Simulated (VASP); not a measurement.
## Os2F: single point with PBE

The system is Os2F.

```
Os F
1.0
     1.37178    0.79200    6.16561
    -1.37178    0.79200    6.16561
     0.00000   -1.58400    6.16561
Os F
2 1
Direct
  0.77986 0.77986 0.77986
  0.22014 0.22014 0.22014
  0.00000 0.00000 0.00000
```

```
Program                : VASP 6.6.1
Task                   : single point
Functional             : PBE
Potentials or basis    : VASP PAW PBE potentials, release 64 (Os_sv_GW, F)
Cutoff                 : 700 eV
k mesh                 : 6 × 6 × 6
Occupations            : gaussian, width 0.1 eV
Spin                   : no spin polarisation
Dipole correction      : no
Further INCAR settings : ALGO = Normal; EDIFF = 1e-06; NBANDS = 26
```

The pressure is -0.1 GPa and the largest force is 0.057 eV/Å. The band gap on the k mesh is zero (an odd number of electrons rules out a gap without spin polarisation).

Forces in eV/Å, atoms in the order of the input:
```
Os   0.000  0.000 -0.057
Os   0.000  0.000  0.057
F    0.000  0.000  0.000
```

Stress tensor (GPa, compression positive):
```
-0.30  0.00  0.00
 0.00 -0.30  0.00
 0.00  0.00  0.26
```

Levels at points of the mesh, in eV from the Fermi level:
```csv
k point,band 17,band 18,band 19,band 20,band 21,band 22
"(0.00, 0.00, 0.00)",-2.73,-2.73,-2.51,-0.31,-0.31,1.62
"(0.50, 0.00, 0.00)",-2.89,-0.73,0.72,1.49,2.04,2.60
"(0.50, 0.50, 0.00)",-2.30,-0.38,0.52,1.19,2.05,2.59
"(0.50, 0.50, 0.50)",-2.97,-2.97,-2.29,-0.35,-0.13,-0.13
```

Wall time 3.2 min on 1 thread of AMD EPYC 7R13 Processor (Zen 3) (shared host), peak memory 0.4 GiB.

Caveat: the k points lie up to 0.44 Å⁻¹ apart, too coarse for converged energies and pressures of a metal; spin-orbit coupling is left out, which moves the levels of the heavy elements; an odd number of electrons without spin polarisation forces a metal; a magnetic or distorted state may lie lower.
